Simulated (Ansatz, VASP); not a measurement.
One calculation of Al2Ru, two programs

```
Al Ru
1.0
     3.15257    0.00000    0.00000
     0.00000    3.15257    0.00000
     0.00000    0.00000    8.50734
Al Ru
4 2
Direct
  0.50000 0.50000 0.15847
  0.00000 0.00000 0.34153
  0.00000 0.00000 0.65847
  0.50000 0.50000 0.84153
  0.00000 0.00000 0.00000
  0.50000 0.50000 0.50000
```

Change from the starting cell: equal strain along all axes, cell held, atoms relaxed: +1.0 %.

Alike in both runs: functional PBEsol; k mesh 12 × 12 × 4; occupations gaussian, width 0.1 eV; no spin polarisation.

Ansatz relaxed the structure, and its values are those at the end. VASP's run is a single point on that final structure, the one shown.

|  | VASP | Ansatz |
| --- | --- | --- |
| version | VASP 6.6.1 | Ansatz 0.2.0 |
| potentials or method | VASP PAW PBE potentials, release 64 (Al, Ru_pv), cutoff 520 eV | scalar-relativistic, plane waves, PAW |
| valence electrons in the cell | 40 | 44 |

VASP gave:

```
gap on the k mesh at the Fermi level (eV) : none
pressure (GPa)                            : -4.9
```

Question: Which values does Ansatz return?

Answer: gap on the k mesh at the Fermi level (eV): none; pressure (GPa): -5.0.

VASP's potentials were made for PBE, not for PBEsol. A gap of «none» marks a metal or a gap that the smearing closes. With one functional, cell and mesh, what is left measures potentials, basis and numerics. VASP's potentials hold 40 valence electrons a cell and Ansatz's 44, so a difference there can come from the potentials and not from the codes. Ansatz's warnings: stress scf threshold loose.
